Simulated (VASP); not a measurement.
Input of a VASP 6.6.1 run:

Contents of INCAR:

```
SYSTEM = AlFe
ALGO     = Normal         ! electronic algorithm
EDIFF    = 1E-6           ! SCF threshold, eV
ENCUT    = 600            ! plane-wave cutoff, eV
GGA      = PE             ! functional
GGA_COMPAT= .False.      
ISIF     = 2              ! what is computed and relaxed
ISMEAR   = -1             ! smearing method
ISPIN    = 2              ! spin polarisation
LASPH    = .True.         ! aspherical terms in the spheres
LCHARG   = .False.        ! write CHGCAR
LMAXMIX  = 4              ! l up to which the mixer works
LORBIT   = 11             ! projections on sites
LREAL    = .False.        ! projectors in reciprocal space
LWAVE    = .False.        ! write WAVECAR
MAGMOM   = 0 0            ! initial moments
NBANDS   = 16             ! bands
NELM     = 200            ! most SCF steps
NUPDOWN  = 0.0            ! fixed moment
PREC     = Accurate       ! precision mode
SIGMA    = 0.1            ! smearing width, eV
```

The input KPOINTS:

```
k-points
0
Gamma
  11 11 11
  0 0 0
```

POSCAR

```
AlFe
1.0
    2.9100000000      0.0000000000      0.0000000000
    0.0000000000      2.9100000000      0.0000000000
    0.0000000000      0.0000000000      2.9100000000
Al Fe
1 1
Direct
    0.0000000000      0.0000000000      0.0000000000
    0.5000000000      0.5000000000      0.5000000000
```

Potentials or basis: VASP PAW PBE potentials, release 64 (Al, Fe).

Launch:

```console
$ cat potpaw_PBE.64/Al/POTCAR potpaw_PBE.64/Fe/POTCAR > POTCAR
$ mpirun -np 1 vasp_std > vasp.out
```

(1) Predict the pressure.

Results:

(1) -6.6 GPa.

Caveat: the total moment is fixed, so each spin has its own Fermi level.
